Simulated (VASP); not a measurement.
# CoO (C2) in VASP: single point with PBEsol

Aim: the single point of CoO with PBEsol.

Program: VASP 6.6.1. These are calculated values, not measurements. Logs are shortened: lines on timing, memory, paths and dates and some standing lists are left out, and cuts for length are marked.

**1. The cell of the first run**

Symmetry: C2, No. 5, monoclinic system. Conventional cell: a = 5.180 Å, b = 3.011 Å, c = 2.996 Å, α = 90.00°, β = 124.92°, γ = 90.00°. Co (site symmetry 2) has 6 O at 2.07 to 2.18 Å within 2.7 Å. Within 2.7 Å of O (site symmetry 2) lie 6 Co at 2.07 to 2.18 Å.

**2. Single point, PBEsol, collinear spin, ferromagnetic start (all O atoms moved +0.075 Å, as atom 2 along Cartesian [1 0 0])**

The input, INCAR:

```
SYSTEM = CoO
  PREC = Accurate
  ENCUT = 520
  EDIFF = 1E-6
  ISMEAR = 0
  SIGMA = 0.15
  LREAL = .False.
  LASPH = .True.
  NELM = 150
  ALGO = Normal
  ISIF = 2
  LWAVE = .False.
  LCHARG = .False.
  ISPIN = 2
  MAGMOM = 2.64 0.33
  LORBIT = 11
  LMAXMIX = 4
  GGA = PS
  NBANDS = 18
```

The input, KPOINTS:

```
Automatic mesh
0
Gamma
  18 18 18
  0 0 0
```

The input, POSCAR:

```
CoO
1.0
    1.5054695445      0.8691832468      2.4399269062
   -1.5054695445      0.8691832468      2.4399269062
    0.0000000000     -1.7383664936      2.4399269062
Co O
1 1
Direct
    0.0000000000      0.0000000000      0.0000000000
    0.5249091721      0.4750908279      0.5000000000
```

Potentials or basis: VASP PAW PBE potentials, release 64 (Co, O).

Command:

```
$ cat potpaw_PBE.64/Co/POTCAR potpaw_PBE.64/O/POTCAR > POTCAR
$ mpirun -np 1 vasp_std > vasp.out
```

OUTCAR:

```text
SYSTEM = CoO
   PREC = Accurate
   ENCUT = 520
   EDIFF = 1E-6
   ISMEAR = 0
   LREAL = .False.
   LASPH = .True.
   NELM = 150
   ISIF = 2
   ISPIN = 2
   LORBIT = 11
   GGA = PS

 ion  position               nearest neighbor table
   1  0.000  0.000  0.000-   2 2.07   2 2.07   2 2.13   2 2.13   2 2.18   2 2.18
   2  0.525  0.475  0.500-   1 2.07   1 2.07   1 2.13   1 2.13   1 2.18   1 2.18

  LATTYP: Found a trigonal (rhomboedric) cell.
 ALAT       =     2.9958573687
 COS(alpha) =     0.4949531368

  Lattice vectors:

 A1 = (   1.5054695445,   0.8691832468,   2.4399269062)
 A2 = (  -1.5054695445,   0.8691832468,   2.4399269062)
 A3 = (   0.0000000000,  -1.7383664936,   2.4399269062)

Analysis of symmetry for initial positions (statically):
=====================================================================
 Subroutine PRICEL returns:
 Original cell was already a primitive cell.

 Routine SETGRP: Setting up the symmetry group for a
 trigonal (rhombohedral) supercell.

 Subroutine GETGRP returns: Found  2 space group operations
 (whereof  2 operations were pure point group operations)
 out of a pool of 12 trial point group operations.

The static configuration has the point symmetry C_2 .

Analysis of symmetry for dynamics (positions and initial velocities):
=====================================================================
 Subroutine PRICEL returns:
 Original cell was already a primitive cell.

 Routine SETGRP: Setting up the symmetry group for a
 trigonal (rhombohedral) supercell.

 Subroutine GETGRP returns: Found  2 space group operations
 (whereof  2 operations were pure point group operations)
 out of a pool of 12 trial point group operations.

The dynamic configuration has the point symmetry C_2 .

Analysis of structural, dynamic, and magnetic symmetry:
=====================================================================
 Subroutine PRICEL returns:
 Original cell was already a primitive cell.

 Routine SETGRP: Setting up the symmetry group for a
 trigonal (rhombohedral) supercell.

 Subroutine GETGRP returns: Found  2 space group operations
 (whereof  2 operations were pure point group operations)
 out of a pool of 12 trial point group operations.

The overall configuration has the point symmetry C_2 .

 Subroutine INISYM returns: Found  2 space group operations
 (whereof  2 operations are pure point group operations),
 and found     1 'primitive' translations

----------------------------------------------------------------------------------------

                                     Primitive cell

  volume of cell :      19.1563

  direct lattice vectors                    reciprocal lattice vectors
     1.505469544  0.869183247  2.439926906     0.332122295  0.191750896  0.136616114
    -1.505469544  0.869183247  2.439926906    -0.332122295  0.191750896  0.136616114
     0.000000000 -1.738366494  2.439926906     0.000000000 -0.383501793  0.136616114

  length of vectors
     2.995857369  2.995857369  2.995857369     0.407108816  0.407108816  0.407108816

  position of ions in fractional coordinates (direct lattice)
     0.000000000  0.000000000  0.000000000
     0.524909172  0.475090828  0.500000000

  ion indices of the primitive-cell ions
   primitive index   ion index
                 1           1
                 2           2

----------------------------------------------------------------------------------------

 KPOINTS: Automatic mesh

Automatic generation of k-mesh.
 Grid dimensions read from file:
 generate k-points for:   18   18   18

 Generating k-lattice:

  Cartesian coordinates                     Fractional coordinates (reciprocal lattice)
     0.018451239  0.010652828  0.007589784     0.055555556  0.000000000  0.000000000
    -0.018451239  0.010652828  0.007589784     0.000000000  0.055555556  0.000000000
     0.000000000 -0.021305655  0.007589784     0.000000000  0.000000000  0.055555556

  Length of vectors
     0.022617156  0.022617156  0.022617156

  Shift w.r.t. Gamma in fractional coordinates (k-lattice)
     0.000000000  0.000000000  0.000000000

 Subroutine IBZKPT returns following result:
 ===========================================

 Found   1550 irreducible k-points:

 Following reciprocal coordinates:
            Coordinates               Weight
  0.000000  0.000000  0.000000      1.000000
  0.055556  0.000000 -0.000000      4.000000
 -0.000000 -0.000000  0.055556      2.000000
  0.111111  0.000000 -0.000000      4.000000
 -0.000000 -0.000000  0.111111      2.000000
  0.166667  0.000000 -0.000000      4.000000
[... 16 lines left out ...]
 -0.111111 -0.000000 -0.055556      4.000000
  0.055556  0.000000  0.111111      4.000000
 [... further k-points ...]
   k-points           NKPTS =   1550   k-points in BZ     NKDIM =   1550   number of bands    NBANDS=     18
   number of dos      NEDOS =    301   number of ions     NIONS =      2
   total plane-waves  NPLWV =  13824
   dimension x,y,z NGX =    24 NGY =   24 NGZ =   24
   dimension x,y,z NGXF=    48 NGYF=   48 NGZF=   48
   ions per type =               1   1
   NGX,Y,Z   is equivalent  to a cutoff of  13.32, 13.32, 13.32 a.u.
   NGXF,Y,Z  is equivalent  to a cutoff of  26.64, 26.64, 26.64 a.u.
 SYSTEM =  CoO
   PREC   = accura    normal or accurate (medium, high low for compatibility)
   ISTART =      0    job   : 0-new  1-cont  2-samecut
   ICHARG =      2    charge: 1-file 2-atom 10-const
   ISPIN  =      2    spin polarized calculation?
   LNONCOLLINEAR =      F non collinear calculations
   LSORBIT =      F    spin-orbit coupling
   LASPH  =      T    aspherical Exc in radial PAW
   ENCUT  =  520.0 eV  38.22 Ry    6.18 a.u.   5.57  5.57  5.57*2*pi/ulx,y,z
   NELM   =    150;   NELMIN=  2; NELMDL= -5     # of ELM steps
   EDIFF  = 0.1E-05   stopping-criterion for ELM
   LREAL  =      F    real-space projection
   EDIFFG = 0.1E-04   stopping-criterion for IOM
   NSW    =      0    number of steps for IOM
   IBRION =     -1    ionic relax: 0-MD 1-quasi-New 2-CG
   NFREE  =      0    steps in history (QN), initial steepest desc. (CG)
   ISIF   =      2    stress and relaxation
   ISYM   =      2    0-nonsym 1-usesym 2-fastsym
   POTIM  = 0.5000    time-step for ionic-motion
   TEBEG  =    0.0;   TEEND  =   0.0 temperature during run
   PSTRESS=    0.0 pullay stress
   NELECT =      15.0000    total number of electrons
   NUPDOWN=      -1.0000    fix difference up-down
   EMIN   =  10.00;   EMAX   =-10.00  energy-range for DOS
   EFERMI =   0.00;   METHOD = LEGACY
   ISMEAR =     0;   SIGMA  =   0.15  broadening in eV -4-tet -1-fermi 0-gaus
   EFERMI_NEDOS =   21; number of points for ismear=-14 and -15
   IALGO  =     38    algorithm
   IMIX   =      4    mixing-type and parameters
     AMIX     =   0.40;   BMIX     =  1.00
     AMIX_MAG =   1.60;   BMIX_MAG =  1.00
  volume/ion in A,a.u.               =       9.58        64.64
  Fermi-wavevector in a.u.,A,eV,Ry     =   1.508927  2.851458 30.978555  2.276860
  Thomas-Fermi vector in A             =   2.619316
   LORBIT       =     11    0 simple, 1 ext, 2 COOP (PROOUT), +10 PAW based schemes
   GGA     = PS    functional components
   LHFCALC =     F    Hartree Fock is set to
   AEXX    =    0.0000 exact exchange contribution
   IVDW    =     0    specifies the selected vdW correction
   LEPSILON=     F    determine dielectric tensor
   LRPA    =     F    only Hartree local field effects (RPA)
 spin polarized calculation
 Gauss-broadening in eV      SIGMA  =   0.15
  energy-cutoff  :      520.00
  volume of cell :       19.16
 maximum number of plane-waves:       534
   NGX = 11   NGY = 11   NGZ = 11

 number of electron      15.0000004 magnetization       2.9091406

 Free energy of the ion-electron system (eV)
  ---------------------------------------------------
  ext. energy  EPLUGINS =         0.00000000
  ---------------------------------------------------
  free energy    TOTEN  =       -13.97699264 eV

  energy without entropy =      -13.93087182  energy(sigma->0) =      -13.95393223

 E-fermi :   7.9446     XC(G=0): -12.7091

 val. band max:        7.9441878848   @ k =   0.0556   0.0000   0.5000
 cond. band min:       7.9446739331   @ k =  -0.3889  -0.1667  -0.3889
 fundamental gap:      0.0004860483
 Fermi energy:         7.9446095895

 spin component 1

 k-point     1 :       0.0000    0.0000    0.0000
  band No.  band energies     occupation
      1     -12.3722      1.00000
      2       4.2588      1.00000
      3       4.3033      1.00000
      4       4.4178      1.00000
      5       4.7330      1.00000
      6       4.8185      1.00000
[... 10 lines left out ...]
     17      29.4796      0.00000
     18      32.7307      0.00000
[... 463 lines left out ...]
 k-point    24 :       0.0556    0.0000    0.1111
  band No.  band energies     occupation
      1     -12.2532      1.00000
      2       3.1807      1.00000
      3       3.8682      1.00000
      4       4.0353      1.00000
      5       4.7502      1.00000
      6       4.8335      1.00000
[... 10 lines left out ...]
     17      30.8203      0.00000
     18      33.5133      0.00000

 [... further k-points ...]

 Fermi energy:         7.9446095895

 spin component 2

 k-point     1 :       0.0000    0.0000    0.0000
  band No.  band energies     occupation
      1     -11.8388      1.00000
      2       5.1797      1.00000
      3       5.1897      1.00000
      4       5.2395      1.00000
      5       6.8313      1.00000
      6       6.8999      1.00000
[... 10 lines left out ...]
     17      30.4248      0.00000
     18      33.5475      0.00000
[... 463 lines left out ...]
 k-point    24 :       0.0556    0.0000    0.1111
  band No.  band energies     occupation
      1     -11.7164      1.00000
      2       4.2105      1.00000
      3       4.8869      1.00000
      4       4.9480      1.00000
      5       6.8069      1.00000
      6       7.0914      1.00000
[... 10 lines left out ...]
     17      31.6408      0.00000
     18      34.3455      0.00000

 [... further k-points ...]

------------------------ aborting loop because EDIFF is reached ----------------------------------------

  FORCE on cell =-STRESS in cart. coord.  units (eV):
  Direction    XX          YY          ZZ          XY          YZ          ZX
  --------------------------------------------------------------------------------------
  -------------------------------------------------------------------------------------
  Total       -1.1365566     -1.1595713     -1.1479909      0.0000000     -0.0603898      0.0000000
  in kB      -95.0583474    -96.9832345    -96.0146841      0.0000000     -5.0508269      0.0000000
  external PRESSURE =     -96.0187553 kB  Pullay stress =       0.0000000 kB

 VOLUME and BASIS-vectors are now :
 -----------------------------------------------------------------------------
  energy-cutoff  :      520.00
  volume of cell :       19.16
      direct lattice vectors                 reciprocal lattice vectors
     1.505469544  0.869183247  2.439926906     0.332122295  0.191750896  0.136616114
    -1.505469544  0.869183247  2.439926906    -0.332122295  0.191750896  0.136616114
     0.000000000 -1.738366494  2.439926906     0.000000000 -0.383501793  0.136616114

 POSITION                                       TOTAL-FORCE (eV/Angst)
 -----------------------------------------------------------------------------------
      0.00000      0.00000      0.00000         0.026761     -0.000000      0.000000
      0.07500      0.00000      3.65989        -0.026761      0.000000     -0.000000
 -----------------------------------------------------------------------------------
    total drift:                               -0.000569     -0.000000     -0.000000

  FREE ENERGIE OF THE ION-ELECTRON SYSTEM (eV)
  ---------------------------------------------------
  free  energy   TOTEN  =       -13.9769926403 eV

  energy  without entropy=      -13.9308718230  energy(sigma->0) =      -13.95393223

 total charge

# of ion       s       p       d       tot
------------------------------------------
    1        0.301   0.369   7.153   7.823
    2        1.551   3.405   0.000   4.956
--------------------------------------------------
tot          1.852   3.774   7.153  12.779

 magnetization (x)

# of ion       s       p       d       tot
------------------------------------------
    1        0.019   0.018   2.509   2.547
    2        0.029   0.282   0.000   0.312
--------------------------------------------------
tot          0.049   0.301   2.509   2.858
```

Run time: 30 min. Hardware: 1 thread of Oxide Virtual Turin-like, shared host; peak memory 0.79 GiB.

What came out:

```
Free energy                                           : -13.9770 eV
Pressure                                              : -9.6 GPa
Largest force                                         : 0.027 eV/Å
Net moment                                            : 2.91 μB per cell
Site moments                                          : Co +2.55; O +0.31 μB
Valence electrons inside the program's atomic spheres : Co 7.82; O 4.96
```

Forces on the atoms (eV/Å):
```
Co   0.027  0.000  0.000
O   -0.027  0.000  0.000
```

Caveat: the cell differs from its parent crystal (all O atoms moved +0.075 Å, as atom 2 along Cartesian [1 0 0]); the cell stands under tension; the PAW data sets were made with another functional, which shifts forces and pressure a little; a cell with one magnetic atom can't hold antiferromagnetic order, which such compounds often take; semilocal functionals often make such compounds metallic where correlation or magnetic order opens a gap, which also shifts bond lengths.
